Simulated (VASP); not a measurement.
Write the native input for VASP 6.6.1 that does the following.

* Task: single point
* Functional: PBEsol
* Potentials or basis: VASP PAW PBE potentials, release 64 (Rb_sv)
* Cutoff: 520 eV
* k mesh: 10 × 10 × 4
* Occupations: gaussian, width 0.1 eV
* Spin: no spin polarisation
* Dipole correction: no
* Further INCAR settings: ALGO = Normal; EDIFF = 1e-06; NBANDS = 26

The structure of Rb lies in POSCAR:

```
Rb
1.0
    3.6266352238     -3.2660575463      0.0000000000
    3.6266352238      3.2660575463      0.0000000000
    0.0000000000      0.0000000000     14.6325941189
Rb
4
Direct
    0.7498688600      0.2501311400      0.1250229735
    0.7501311400      0.2498688600      0.6250229735
    0.2501311400      0.7498688600      0.8749770265
    0.2498688600      0.7501311400      0.3749770265
```

One way to write it, as run:

INCAR

```
  ALGO = Normal
  EDIFF = 1E-6
  ENCUT = 520
  GGA = PS
  ISIF = 2
  ISMEAR = 0
  LASPH = True
  LCHARG = False
  LREAL = False
  LWAVE = False
  NBANDS = 26
  NELM = 100
  PREC = Accurate
  SIGMA = 0.1
```

KPOINTS

```
k-points
0
Gamma
  10 10 4
```

Potentials or basis: VASP PAW PBE potentials, release 64 (Rb_sv).

Run with:

```console
$ cat potpaw_PBE.64/Rb_sv/POTCAR > POTCAR
$ mpirun -np 1 vasp_std > vasp.out
```

Results of the run:

| Quantity | Value |
| --- | --- |
| Pressure | 0.0 GPa |
| Band gap on the k mesh | zero (bands 18 and 19 overlap by 2.06 eV) |

Caveat: the PAW data sets were made with another functional, which shifts forces and pressure a little.

It took 5 min on 1 thread of Intel(R) Xeon(R) 6975P-C (Granite Rapids) (shared host), peak memory 0.75 GiB.
